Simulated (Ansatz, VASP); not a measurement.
# LiH: VASP beside Ansatz

POSCAR

```
LiH
1.0
    0.0000000000      2.0166777899      2.0166777899
    2.0166777899      0.0000000000      2.0166777899
    2.0166777899      2.0166777899      0.0000000000
Li H
1 1
Direct
    0.0000000000      0.0000000000      0.0000000000
    0.5000000000      0.5000000000      0.5000000000
```

Contents of INCAR.step1:

```
SYSTEM = LiH
  ALGO = Normal
  EDIFF = 1E-5
  ENCUT = 520
  GGA = PE
  ISIF = 2
  ISMEAR = -1
  LASPH = .True.
  LCHARG = .False.
  LREAL = .False.
  LWAVE = .True.
  NBANDS = 9
  NELM = 100
  PREC = Accurate
  SIGMA = 0.05
```

INCAR.step2

```
SYSTEM = LiH
  ALGO = Normal
  EDIFF = 1E-6
  ENCUT = 520
  GGA = PE
  HFSCREEN = 0.2079
  ISIF = 2
  ISMEAR = -1
  ISTART = 1
  LASPH = .True.
  LCHARG = .False.
  LHFCALC = .True.
  LREAL = .False.
  LWAVE = .False.
  NBANDS = 9
  NELM = 100
  PREC = Accurate
  PRECFOCK = Normal
  SIGMA = 0.05
```

File KPOINTS:

```
k-points
0
Gamma
  4 4 4
  0 0 0
```

Input for Ansatz:

```yaml
crystal:
  lattice:
    - [0.0, 2.01667778992, 2.01667778992]
    - [2.01667778992, 0.0, 2.01667778992]
    - [2.01667778992, 2.01667778992, 0.0]
  atoms:
    - { symbol: Li, position: [0.0, 0.0, 0.0] }
    - { symbol: H, position: [0.5, 0.5, 0.5] }
kpoints:
  mp_grid: { grid: [4, 4, 4] }
hamiltonian:
  xc: hse06
  pseudopotentials: { kind: paw }
scf:
  occupations: { method: fermi_dirac, width: 0.05 }
output:
  forces: true
  stress: true
  eigenvalues: true
```

Alike in both runs: task single point; functional HSE06; k mesh 4 × 4 × 4; occupations fermi-dirac, width 0.05 eV; no spin polarisation.

|  | VASP | Ansatz |
| --- | --- | --- |
| version | VASP 6.6.1 | Ansatz 0.2.0 development build |
| potentials or method | VASP PAW PBE potentials, release 64 (Li_sv, H) | plane waves, PAW datasets (generated soft set 1) |
| plane-wave cutoff (eV) | 520 | 420 |
| valence electrons in the cell | 4 | 4 |

```tsv
	VASP	Ansatz	Ansatz less VASP
gap on the k mesh at the Fermi level (eV)	4.01	4.00	-0.007
```

Ansatz's warnings: stress exchange threshold loose, stress scf threshold loose.

The k mesh is coarse, so the values compare programs but aren't converged. Noted on VASP's run: the cutoff is short for stress, so the pressure is rough.
